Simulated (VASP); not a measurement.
# KTaO3: single point with HSE06

KTaO3:

```
K Ta O
1.0
     3.99013    0.00000    0.00000
     0.00000    3.99013    0.00000
     0.00000    0.00000    3.99013
K Ta O
1 1 3
Direct
  0.00000 0.00000 0.00000
  0.50000 0.50000 0.50000
  0.50000 0.50000 0.00000
  0.50000 0.00000 0.50000
  0.00000 0.50000 0.50000
```

| Quantity | Value |
| --- | --- |
| Program | VASP 6.6.1 |
| Task | single point |
| Functional | HSE06 |
| Potentials or basis | VASP PAW PBE potentials, release 64 (K_sv, Ta_pv, O) |
| Cutoff | 520 eV |
| k mesh | 4 × 4 × 4 |
| Occupations | gaussian, width 0.01 eV |
| Spin | no spin polarisation |
| Dipole correction | no |
| Grid for exact exchange (PRECFOCK) | Fast |
| Further INCAR settings | ALGO = Normal; EDIFF = 1e-06; NBANDS = 27 |
| Share of exact exchange | 0.25 |
| Screening parameter | 0.2079 1/Å |

| Quantity | Value |
| --- | --- |
| Pressure | -0.3 GPa |
| Band gap on the k mesh | 3.48 eV (least direct gap 4.13 eV) |

Levels at points of the mesh, in eV from the valence-band top:
```tsv
k point	band 16	band 17	band 18	band 19	band 20	band 21	band 22	band 23
(0.00, 0.00, 0.00)	-1.13	-0.65	-0.65	-0.65	3.48	3.48	3.48	8.20
(0.50, 0.00, 0.00)	-2.28	-1.60	-0.90	-0.90	3.64	6.54	6.54	8.24
(0.50, 0.50, 0.00)	-1.83	-1.54	-1.54	-0.04	6.58	6.58	8.02	9.23
(0.50, 0.50, 0.50)	-4.20	0.00	0.00	0.00	8.17	8.17	8.17	10.73
```

Run time: 9 min on 1 thread of Intel(R) Xeon(R) Platinum 8559C (Emerald Rapids) (shared host), peak memory 0.29 GiB.

Caveat: the PAW data sets were made with another functional, which shifts forces and pressure a little; spin-orbit coupling is left out, which moves the levels of the heavy elements. A k mesh can miss the band edges.
